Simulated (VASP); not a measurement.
# Sr (Im-3m) in VASP: further runs

Runs on Sr. Level: PBEsol. Tasks: single point, relaxation of cell and atoms.

Program: VASP 6.6.1. These are calculated values, not measurements. Logs are shortened: lines on timing, memory, paths and dates and some standing lists are left out, and cuts for length are marked.

### 1 The cell of the first run

It takes space group Im-3m (No. 229, cubic). The conventional cell has a = 4.670 Å, b = 4.670 Å, c = 4.670 Å, α = 90.00°, β = 90.00°, γ = 90.00°. Sr (site symmetry m-3m) has 14 Sr at 4.04 to 4.67 Å within 5.3 Å.

### 2 Single point, PBEsol

Contents of INCAR:

```
SYSTEM = Sr
PREC = Accurate
ENCUT = 520
EDIFF = 1E-6
ISMEAR = 0
SIGMA = 0.1
LREAL = .False.
LASPH = .True.
NELM = 80
ALGO = Fast
ISIF = 2
LWAVE = .False.
LCHARG = .True.
GGA = PS
LELF = .True.
LVHAR = .True.
NBANDS = 28
```

Contents of KPOINTS:

```
Automatic mesh
0
Gamma
  8 8 8
  0 0 0
```

Contents of POSCAR:

```
Sr
1.0
    0.0000000000     -4.6699047914      4.6699047914
   -4.6699047914      0.0000000000      4.6699047914
   -4.6699047914     -4.6699047914      0.0000000000
Sr
4
Direct
    0.7500000000      0.7500000000      0.7500000000
    0.5000000000      0.5000000000      0.5000000000
    0.2500000000      0.2500000000      0.2500000000
    0.0000000000      0.0000000000      0.0000000000
```

Potentials or basis: VASP PAW PBE potentials, release 64 (Sr_sv).

Command:

```bash
cat potpaw_PBE.64/Sr_sv/POTCAR > POTCAR
mpirun -np 1 vasp_std > vasp.out
```

OUTCAR:

```text
SYSTEM = Sr
   PREC = Accurate
   ENCUT = 520
   EDIFF = 1E-6
   ISMEAR = 0
   LREAL = .False.
   LASPH = .True.
   NELM = 80
   ISIF = 2
   GGA = PS

 ion  position               nearest neighbor table
   1  0.750  0.750  0.750-   2 4.04   2 4.04   2 4.04   4 4.04   4 4.04   4 4.04   4 4.04   2 4.04
                             3 4.67   3 4.67   3 4.67   3 4.67   3 4.67   3 4.67
   2  0.500  0.500  0.500-   3 4.04   3 4.04   3 4.04   1 4.04   1 4.04   1 4.04   3 4.04   1 4.04
                             4 4.67   4 4.67   4 4.67   4 4.67   4 4.67   4 4.67
   3  0.250  0.250  0.250-   4 4.04   4 4.04   4 4.04   2 4.04   2 4.04   2 4.04   4 4.04   2 4.04
                             1 4.67   1 4.67   1 4.67   1 4.67   1 4.67   1 4.67
   4  0.000  0.000  0.000-   1 4.04   1 4.04   1 4.04   3 4.04   3 4.04   3 4.04   3 4.04   1 4.04
                             2 4.67   2 4.67   2 4.67   2 4.67   2 4.67   2 4.67

  LATTYP: Found a face centered cubic cell.
 ALAT       =     9.3398095828

  Lattice vectors:

 A1 = (   0.0000000000,  -4.6699047914,   4.6699047914)
 A2 = (  -4.6699047914,   0.0000000000,   4.6699047914)
 A3 = (  -4.6699047914,  -4.6699047914,   0.0000000000)

Analysis of symmetry for initial positions (statically):
=====================================================================
 Subroutine PRICEL returns following result:

  LATTYP: Found a body centered cubic cell.
 ALAT       =     4.6699047914

  Lattice vectors:

 A1 = (   2.3349523957,   2.3349523957,  -2.3349523957)
 A2 = (  -2.3349523957,   2.3349523957,   2.3349523957)
 A3 = (   2.3349523957,  -2.3349523957,   2.3349523957)

   4 primitive cells build up your supercell.

 Routine SETGRP: Setting up the symmetry group for a
 face centered cubic supercell.

 Subroutine GETGRP returns: Found 48 space group operations
 (whereof 48 operations were pure point group operations)
 out of a pool of 48 trial point group operations.

The static configuration has the point symmetry O_h .

Analysis of symmetry for dynamics (positions and initial velocities):
=====================================================================
 Subroutine PRICEL returns following result:

  LATTYP: Found a body centered cubic cell.
 ALAT       =     4.6699047914

  Lattice vectors:

 A1 = (   2.3349523957,   2.3349523957,  -2.3349523957)
 A2 = (  -2.3349523957,   2.3349523957,   2.3349523957)
 A3 = (   2.3349523957,  -2.3349523957,   2.3349523957)

   4 primitive cells build up your supercell.

 Routine SETGRP: Setting up the symmetry group for a
 face centered cubic supercell.

 Subroutine GETGRP returns: Found 48 space group operations
 (whereof 48 operations were pure point group operations)
 out of a pool of 48 trial point group operations.

The dynamic configuration has the point symmetry O_h .

 Subroutine INISYM returns: Found 48 space group operations
 (whereof 48 operations are pure point group operations),
 and found     4 'primitive' translations

----------------------------------------------------------------------------------------

                                     Primitive cell

  volume of cell :      50.9207

  direct lattice vectors                    reciprocal lattice vectors
     2.334952396  2.334952396 -2.334952396     0.214137128  0.214137128  0.000000000
    -2.334952396  2.334952396  2.334952396     0.000000000  0.214137128  0.214137128
     2.334952396 -2.334952396  2.334952396     0.214137128  0.000000000  0.214137128

  length of vectors
     4.044256183  4.044256183  4.044256183     0.302835631  0.302835631  0.302835631

  position of ions in fractional coordinates (direct lattice)
     0.000000000  0.000000000  0.000000000

  ion indices of the primitive-cell ions
   primitive index   ion index
                 1           1

----------------------------------------------------------------------------------------

 KPOINTS: Automatic mesh

Automatic generation of k-mesh.
 Grid dimensions read from file:
 generate k-points for:    8    8    8

 Generating k-lattice:

  Cartesian coordinates                     Fractional coordinates (reciprocal lattice)
     0.013383570 -0.013383570  0.013383570     0.125000000  0.000000000  0.000000000
    -0.013383570  0.013383570  0.013383570     0.000000000  0.125000000  0.000000000
    -0.013383570 -0.013383570 -0.013383570     0.000000000  0.000000000  0.125000000

  Length of vectors
     0.023181024  0.023181024  0.023181024

  Shift w.r.t. Gamma in fractional coordinates (k-lattice)
     0.000000000  0.000000000  0.000000000

 Subroutine IBZKPT returns following result:
 ===========================================

 Found     29 irreducible k-points:

 Following reciprocal coordinates:
            Coordinates               Weight
  0.000000  0.000000  0.000000      1.000000
  0.125000  0.000000  0.000000      8.000000
  0.250000  0.000000  0.000000      8.000000
  0.375000  0.000000  0.000000      8.000000
  0.500000  0.000000  0.000000      4.000000
  0.125000  0.125000  0.000000      6.000000
[... 16 lines left out ...]
  0.500000  0.250000  0.125000     48.000000
 -0.375000  0.250000  0.125000     24.000000
 [... further k-points ...]
   k-points           NKPTS =     29   k-points in BZ     NKDIM =     29   number of bands    NBANDS=     28
   number of dos      NEDOS =    301   number of ions     NIONS =      4
   total plane-waves  NPLWV = 125000
   dimension x,y,z NGX =    50 NGY =   50 NGZ =   50
   dimension x,y,z NGXF=   100 NGYF=  100 NGZF=  100
   ions per type =               4
   NGX,Y,Z   is equivalent  to a cutoff of  12.59, 12.59, 12.59 a.u.
   NGXF,Y,Z  is equivalent  to a cutoff of  25.17, 25.17, 25.17 a.u.
 SYSTEM =  Sr
   PREC   = accura    normal or accurate (medium, high low for compatibility)
   ISTART =      0    job   : 0-new  1-cont  2-samecut
   ICHARG =      2    charge: 1-file 2-atom 10-const
   ISPIN  =      1    spin polarized calculation?
   LNONCOLLINEAR =      F non collinear calculations
   LSORBIT =      F    spin-orbit coupling
   LASPH  =      T    aspherical Exc in radial PAW
   ENCUT  =  520.0 eV  38.22 Ry    6.18 a.u.  12.28 12.28 12.28*2*pi/ulx,y,z
   NELM   =     80;   NELMIN=  2; NELMDL= -5     # of ELM steps
   EDIFF  = 0.1E-05   stopping-criterion for ELM
   LREAL  =      F    real-space projection
   EDIFFG = 0.1E-04   stopping-criterion for IOM
   NSW    =      0    number of steps for IOM
   IBRION =     -1    ionic relax: 0-MD 1-quasi-New 2-CG
   NFREE  =      0    steps in history (QN), initial steepest desc. (CG)
   ISIF   =      2    stress and relaxation
   ISYM   =      2    0-nonsym 1-usesym 2-fastsym
   POTIM  = 0.5000    time-step for ionic-motion
   TEBEG  =    0.0;   TEEND  =   0.0 temperature during run
   PSTRESS=    0.0 pullay stress
   NELECT =      40.0000    total number of electrons
   NUPDOWN=      -1.0000    fix difference up-down
   EMIN   =  10.00;   EMAX   =-10.00  energy-range for DOS
   EFERMI =   0.00;   METHOD = LEGACY
   ISMEAR =     0;   SIGMA  =   0.10  broadening in eV -4-tet -1-fermi 0-gaus
   EFERMI_NEDOS =   21; number of points for ismear=-14 and -15
   IALGO  =     68    algorithm
   IMIX   =      4    mixing-type and parameters
     AMIX     =   0.40;   BMIX     =  1.00
     AMIX_MAG =   1.60;   BMIX_MAG =  1.00
  volume/ion in A,a.u.               =      50.92       343.63
  Fermi-wavevector in a.u.,A,eV,Ry     =   0.951576  1.798218 12.320032  0.905497
  Thomas-Fermi vector in A             =   2.080059
   LORBIT       =      0    0 simple, 1 ext, 2 COOP (PROOUT), +10 PAW based schemes
   GGA     = PS    functional components
   LHFCALC =     F    Hartree Fock is set to
   AEXX    =    0.0000 exact exchange contribution
   IVDW    =     0    specifies the selected vdW correction
   LEPSILON=     F    determine dielectric tensor
   LRPA    =     F    only Hartree local field effects (RPA)
 non-spin polarized calculation
 RMM-DIIS sequential band-by-band and
 Gauss-broadening in eV      SIGMA  =   0.10
  energy-cutoff  :      520.00
  volume of cell :      203.68
 maximum number of plane-waves:      5577
 NGX is ok and might be reduce to    50
   NGX = 25   NGY = 25   NGZ = 25

 number of electron      40.0000001 magnetization

 Free energy of the ion-electron system (eV)
  ---------------------------------------------------
  ext. energy  EPLUGINS =         0.00000000
  ---------------------------------------------------
  free energy    TOTEN  =        -7.36346590 eV

  energy without entropy =       -7.34554066  energy(sigma->0) =       -7.35450328

 E-fermi :   1.7412     XC(G=0):  -7.6723

 val. band max:        1.7090076323   @ k =  -0.2500   0.1250   0.0000
 cond. band min:       1.7420238304   @ k =   0.2500   0.1250   0.0000
 fundamental gap:      0.0330161981
 Fermi energy:         1.7411734801

 k-point     1 :       0.0000    0.0000    0.0000
  band No.  band energies     occupation
      1     -34.6212      2.00000
      2     -34.5976      2.00000
      3     -34.5976      2.00000
      4     -34.5821      2.00000
      5     -16.6904      2.00000
      6     -16.6904      2.00000
[... 20 lines left out ...]
     27       4.2125      0.00000
     28       4.2158      0.00000

 k-point     2 :       0.1250    0.0000    0.0000
  band No.  band energies     occupation
      1     -34.6199      2.00000
      2     -34.5979      2.00000
      3     -34.5976      2.00000
      4     -34.5831      2.00000
      5     -16.6914      2.00000
      6     -16.6914      2.00000
[... 20 lines left out ...]
     27       4.1212      0.00000
     28       4.3343      0.00000

 k-point     3 :       0.2500    0.0000    0.0000
  band No.  band energies     occupation
      1     -34.6164      2.00000
      2     -34.5993      2.00000
      3     -34.5971      2.00000
      4     -34.5857      2.00000
      5     -16.7090      2.00000
      6     -16.6939      2.00000
[... 20 lines left out ...]
     27       3.8318      0.00000
     28       3.9225      0.00000

 k-point     4 :       0.3750    0.0000    0.0000
  band No.  band energies     occupation
      1     -34.6116      2.00000
      2     -34.6022      2.00000
      3     -34.5955      2.00000
      4     -34.5892      2.00000
      5     -16.7080      2.00000
      6     -16.6958      2.00000
[... 20 lines left out ...]
     27       3.4094      0.00000
     28       3.4094      0.00000

 k-point     5 :       0.5000    0.0000    0.0000
  band No.  band energies     occupation
      1     -34.6065      2.00000
      2     -34.6065      2.00000
      3     -34.5927      2.00000
      4     -34.5927      2.00000
      5     -16.6950      2.00000
      6     -16.6950      2.00000
[... 20 lines left out ...]
     27       2.9849      0.00000
     28       2.9849      0.00000

 k-point     6 :       0.1250    0.1250    0.0000
  band No.  band energies     occupation
      1     -34.6195      2.00000
      2     -34.5978      2.00000
      3     -34.5978      2.00000
      4     -34.5834      2.00000
      5     -16.6898      2.00000
      6     -16.6844      2.00000
[... 463 lines left out ...]
      5     -16.7674      2.00000
      6     -16.7674      2.00000
[... 20 lines left out ...]
     27       3.9967      0.00000
     28       3.9967      0.00000

 k-point    22 :       0.3750    0.2500    0.1250
  band No.  band energies     occupation
      1     -34.6135      2.00000
      2     -34.5985      2.00000
      3     -34.5985      2.00000
      4     -34.5880      2.00000
      5     -16.7242      2.00000
      6     -16.7242      2.00000
[... 20 lines left out ...]
     27       3.7794      0.00000
     28       4.1146      0.00000

 k-point    23 :       0.5000    0.2500    0.1250
  band No.  band energies     occupation
      1     -34.6091      2.00000
      2     -34.6008      2.00000
      3     -34.5973      2.00000
      4     -34.5914      2.00000
      5     -16.7306      2.00000
      6     -16.7216      2.00000
[... 20 lines left out ...]
     27       3.4956      0.00000
     28       3.5501      0.00000

 k-point    24 :      -0.3750    0.2500    0.1250
  band No.  band energies     occupation
      1     -34.6045      2.00000
      2     -34.6045      2.00000
      3     -34.5948      2.00000
      4     -34.5948      2.00000
      5     -16.7289      2.00000
      6     -16.7289      2.00000
[... 20 lines left out ...]
     27       3.1722      0.00000
     28       3.1722      0.00000

 [... further k-points ...]
[... 5 lines left out ...]
  --------------------------------------------------------------------------------------
  -------------------------------------------------------------------------------------
  Total        0.0296134      0.0296134      0.0296134     -0.0000000      0.0000000      0.0000000
  in kB        0.2329407      0.2329407      0.2329407     -0.0000000      0.0000000      0.0000000
  external PRESSURE =       0.2329407 kB  Pullay stress =       0.0000000 kB

 VOLUME and BASIS-vectors are now :
 -----------------------------------------------------------------------------
  energy-cutoff  :      520.00
  volume of cell :      203.68
      direct lattice vectors                 reciprocal lattice vectors
     0.000000000 -4.669904791  4.669904791     0.107068564 -0.107068564  0.107068564
    -4.669904791  0.000000000  4.669904791    -0.107068564  0.107068564  0.107068564
    -4.669904791 -4.669904791  0.000000000    -0.107068564 -0.107068564 -0.107068564

 POSITION                                       TOTAL-FORCE (eV/Angst)
 -----------------------------------------------------------------------------------
     -7.00486     -7.00486      7.00486         0.000000      0.000000     -0.000000
     -4.66990     -4.66990      4.66990        -0.000000     -0.000000      0.000000
     -2.33495     -2.33495      2.33495         0.000000      0.000000     -0.000000
      0.00000      0.00000      0.00000        -0.000000     -0.000000      0.000000
 -----------------------------------------------------------------------------------
    total drift:                                0.000000      0.000000     -0.000000

  FREE ENERGIE OF THE ION-ELECTRON SYSTEM (eV)
  ---------------------------------------------------
  free  energy   TOTEN  =        -7.3634658997 eV

  energy  without entropy=       -7.3455406589  energy(sigma->0) =       -7.35450328
```

Run time: 5.4 min. Hardware: 1 thread of Oxide Virtual Turin-like, shared host; peak memory 0.36 GiB.

Results:

| Item | Value |
| --- | --- |
| Free energy | -7.3635 eV |
| Pressure | 0.0 GPa |
| Band gap on the k mesh | zero (band 20 reaches 2.13 eV, above the bottom of band 21 at 1.64 eV) |

Caveat: the PAW data sets were made with another functional, which shifts forces and pressure a little.

(Continued in part 2 of 2.)
